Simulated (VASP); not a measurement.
Write the native input for VASP 6.6.1 that does the following.

```yaml
Task: relaxation of cell and atoms
Functional: PBE
Potentials_or_basis: VASP PAW PBE potentials, release 64 (Hf_pv, S)
Cutoff: 600 eV
k_mesh: 12 × 12 × 2
Occupations: gaussian, width 0.1 eV
Spin: no spin polarisation
Dipole_correction: no
Further_INCAR_settings: ALGO = Normal; EDIFF = 1e-06; IBRION = 2; EDIFFG = -0.01; NSW = 100; ISIF = 3
```

The structure of Hf5S3 lies in POSCAR:

```
Hf5S3
1.0
    3.3595467623      0.0000000000      0.0000000000
   -1.6797733812      2.9094528414      0.0000000000
    0.0000000000      0.0000000000     15.4818745904
Hf S
5 3
Direct
    0.0000000000      0.0000000000      0.2285170040
    0.0000000000      0.0000000000      0.7714829960
    0.0000000000      0.0000000000      0.0000000000
    0.3333333333      0.6666666667      0.3854502223
    0.3333333333      0.6666666667      0.6145497777
    0.3333333333      0.6666666667      0.1119556010
    0.3333333333      0.6666666667      0.8880443990
    0.6666666667      0.3333333333      0.5000000000
```

One way to write it, as run:

INCAR

```
  ALGO = Normal
  EDIFF = 1E-6
  EDIFFG = -0.01
  ENCUT = 600
  GGA = PE
  IBRION = 2
  ISIF = 3
  ISMEAR = 0
  LASPH = T
  LCHARG = F
  LREAL = F
  LWAVE = F
  NELM = 100
  NSW = 100
  PREC = Accurate
  SIGMA = 0.1
```

KPOINTS

```
k-points
0
Gamma
  12 12 2
```

Potentials or basis: VASP PAW PBE potentials, release 64 (Hf_pv, S).

Run with:

```sh
$ cat potpaw_PBE.64/Hf_pv/POTCAR potpaw_PBE.64/S/POTCAR > POTCAR
$ mpirun -np 1 vasp_std > vasp.out
```

Results of the run:

The relaxed volume is 18.82 Å³/atom and the relaxed cell is a = 3.350 Å, b = 3.350 Å, c = 15.487 Å, α = 90.00°, β = 90.00°, γ = 120.00°. The space group after relaxing (to 0.1 Å) is P-6m2 (No. 187) and the energy gained by relaxing is 0.4 meV/atom. The ionic steps are 7. The pressure after relaxing is 0.0 GPa and the largest force after relaxing is 0.007 eV/Å. The band gap on the k mesh is zero (bands 34 and 35 overlap by 0.71 eV).

Caveat: spin-orbit coupling is left out, which moves the levels of the heavy elements.

It took 14 min on 1 thread of AMD EPYC 9R45 96-Core Processor (Zen 5), with other jobs on the host, peak memory 0.42 GiB.
